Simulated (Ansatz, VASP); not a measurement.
Two plane-wave programs on Ir

POSCAR

```
Ir
1.0
    2.7695994713      0.0000000000      0.0000000000
   -1.3847997356      2.3985435004      0.0000000000
    0.0000000000      0.0000000000      4.4918424506
Ir
2
Direct
    0.3333333333      0.6666666667      0.2500000000
    0.6666666667      0.3333333333      0.7500000000
```

INCAR.step1

```
SYSTEM = Ir
PREC     = Accurate       ! precision mode
ENCUT    = 550            ! plane-wave cutoff, eV
ISMEAR   = -1             ! smearing method
SIGMA    = 0.05           ! smearing width, eV
LREAL    = .False.        ! projectors in reciprocal space
LASPH    = .True.         ! aspherical terms in the spheres
NELM     = 120            ! most SCF steps
NBANDS   = 16             ! bands
GGA      = PE             ! functional
ALGO     = Normal         ! electronic algorithm
EDIFF    = 1E-5           ! SCF threshold, eV
LWAVE    = .True.         ! write WAVECAR
LCHARG   = .False.        ! write CHGCAR
GGA_COMPAT= .False.
```

Contents of INCAR.step2:

```
SYSTEM = Ir
PREC     = Accurate       ! precision mode
ENCUT    = 550            ! plane-wave cutoff, eV
EDIFF    = 1E-6           ! SCF threshold, eV
ISMEAR   = -1             ! smearing method
SIGMA    = 0.05           ! smearing width, eV
LREAL    = .False.        ! projectors in reciprocal space
LASPH    = .True.         ! aspherical terms in the spheres
NELM     = 120            ! most SCF steps
ALGO     = Normal         ! electronic algorithm
ISIF     = 2              ! what is computed and relaxed
LWAVE    = .False.        ! write WAVECAR
LCHARG   = .True.         ! write CHGCAR
METAGGA  = R2SCAN         ! meta-GGA
LMIXTAU  = .True.       
LELF     = .True.         ! ELF
LVHAR    = .True.       
NBANDS   = 16             ! bands
ISTART   = 1            
GGA_COMPAT= .False.
```

The input KPOINTS:

```
Automatic mesh
0
Gamma
  11 11 6
  0 0 0
```

File input.yaml:

```yaml
crystal:
  lattice:
    - [2.7695994713, 0.0, 0.0]
    - [-1.3847997356, 2.3985435004, 0.0]
    - [0.0, 0.0, 4.4918424506]
  atoms:
    - { symbol: Ir, position: [0.3333333333, 0.6666666667, 0.25] }
    - { symbol: Ir, position: [0.6666666667, 0.3333333333, 0.75] }
hamiltonian:
  xc: r2scan
  pseudopotentials: { kind: paw }
kpoints:
  mp_grid: { grid: [11, 11, 6] }
scf:
  occupations: { method: fermi_dirac, width: 0.05 }
output:
  forces: true
  stress: true
  eigenvalues: true
```

Alike in both runs: task single point; functional r2SCAN; k mesh 11 × 11 × 6; occupations fermi-dirac, width 0.05 eV; no spin polarisation.

|  | VASP | Ansatz |
| --- | --- | --- |
| version | VASP 6.6.1 | Ansatz 0.2.0 |
| potentials or method | VASP PAW PBE potentials, release 64 (Ir) | Ansatz PAW |
| plane-wave cutoff (eV) | 550 | 500 |
| valence electrons in the cell | 18 | 34 |

Ansatz gave:

```
gap on the k mesh at the Fermi level (eV)                     : none
pressure (GPa)                                                : -14.8
traceless stress, the component that is largest in VASP (GPa) : -0.47
```

Question: Which values does VASP return?

Answer: gap on the k mesh at the Fermi level (eV): none; pressure (GPa): -12.8; traceless stress, the component that is largest in VASP (GPa): -0.37.

VASP's potentials were made for PBE, not for r2SCAN. A gap of «none» marks a metal or a gap that the smearing closes. With one functional, cell and mesh, what is left measures potentials, basis and numerics. VASP's potentials hold 18 valence electrons a cell and Ansatz's 34, so a difference there can come from the potentials and not from the codes.

Spin-orbit coupling is off throughout.
